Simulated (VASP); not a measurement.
A run of VASP 6.6.1:

Contents of INCAR:

```
PREC = Accurate
ENCUT = 520
EDIFF = 1E-6
ISMEAR = 0
SIGMA = 0.1
LREAL = F
LASPH = T
NELM = 100
ALGO = Normal
ISIF = 2
LWAVE = F
LCHARG = F
GGA = PE
NBANDS = 12
```

The input KPOINTS:

```
Automatic mesh
0
Gamma
  4 4 6
```

File POSCAR:

```
Mg
1.0
    2.8099450650     -5.8690729265      0.0000000000
    2.8099450650      5.8690729265      0.0000000000
    0.0000000000      0.0000000000      3.4515520805
Mg
4
Direct
    0.3691655400      0.6308344600      0.5007497100
    0.8691655400      0.1308344600      0.9992502900
    0.1308344600      0.8691655400      0.0007497100
    0.6308344600      0.3691655400      0.4992502900
```

Potentials or basis: VASP PAW PBE potentials, release 64 (Mg).

Run with:

```bash
$ cat potpaw_PBE.64/Mg/POTCAR > POTCAR
$ mpirun -np 1 vasp_std > vasp.out
```

Hardware: 1 thread of Intel(R) Xeon(R) 6975P-C (Granite Rapids), on a shared host.

Problem. Estimate the wall time of this run.

Solution. Wall time 21 s on 1 thread of Intel(R) Xeon(R) 6975P-C (Granite Rapids), on a shared host, peak memory 0.24 GiB. Counts: scf iterations 11, k points 28.
